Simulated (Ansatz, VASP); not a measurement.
**One calculation of BeC3, two programs**

File INCAR:

```
SYSTEM = BeC3
  ALGO = Normal
  EDIFF = 1E-6
  EDIFFG = -0.04
  ENCUT = 600
  GGA = PE
  IBRION = 2
  ISIF = 3
  ISMEAR = 0
  LASPH = .TRUE.
  LCHARG = .FALSE.
  LREAL = .FALSE.
  LWAVE = .FALSE.
  NELM = 100
  NSW = 90
  PREC = Accurate
  SIGMA = 0.1
```

File KPOINTS:

```
k-points
0
G
  6 6 6
  0 0 0
```

The input POSCAR:

```
BeC3
1.0
    1.9613044500      1.1323596500      3.2210590400
   -1.9613044500      1.1323596500      3.2210590400
    0.0000000000     -2.2647193100      3.2210590400
Be C
1 3
Direct
    0.0000000000      0.0000000000      0.0000000000
    0.5000000000      0.5000000000      0.5000000000
    0.7313341400      0.7313341400      0.7313341400
    0.2686658600      0.2686658600      0.2686658600
```

Input for Ansatz:

```yaml
crystal:
  lattice:
    - [1.96130445, 1.13235965, 3.22105904]
    - [-1.96130445, 1.13235965, 3.22105904]
    - [0.0, -2.26471931, 3.22105904]
  atoms:
    - { symbol: Be, position: [0.0, 0.0, 0.0] }
    - { symbol: C, position: [0.5, 0.5, 0.5] }
    - { symbol: C, position: [0.73133414, 0.73133414, 0.73133414] }
    - { symbol: C, position: [0.26866586, 0.26866586, 0.26866586] }
basis:
  ecutwfc: 420
kpoints:
  mp_grid: { grid: [6, 6, 6] }
hamiltonian:
  xc: pbe
scf:
  occupations: { method: gaussian, width: 0.1 }
  lower_state_search: "off"
output:
  forces: true
  stress: true
  eigenvalues: true
relax:
  adjacent_minimum: "off"
  f_tol: 0.04
  max_steps: 70
  cell: { stress_tol: 0.4 }
```

Alike in both runs: task relaxation of cell and atoms; functional PBE; k mesh 6 × 6 × 6; occupations gaussian, width 0.1 eV; no spin polarisation.

```csv
,VASP,Ansatz
version,VASP 6.6.1,Ansatz 0.2.0
potentials or method,"VASP PAW PBE potentials, release 64 (Be, C), cutoff 600 eV","scalar-relativistic, plane waves, PAW"
valence electrons in the cell,14,14
```

```tsv
	VASP	Ansatz	Ansatz less VASP
gap on the k mesh at the Fermi level, each at its own relaxed structure (eV)	none	none	-
relaxed volume (Å³/atom)	11.20	12.34	+1.148
relaxed cell length with the largest relative difference (Å)	3.555	3.681	+0.1256
```

A gap of «none» marks a metal or a gap that the smearing closes. One of these differences is far larger than is usual between the two programs; its cause wasn't traced.
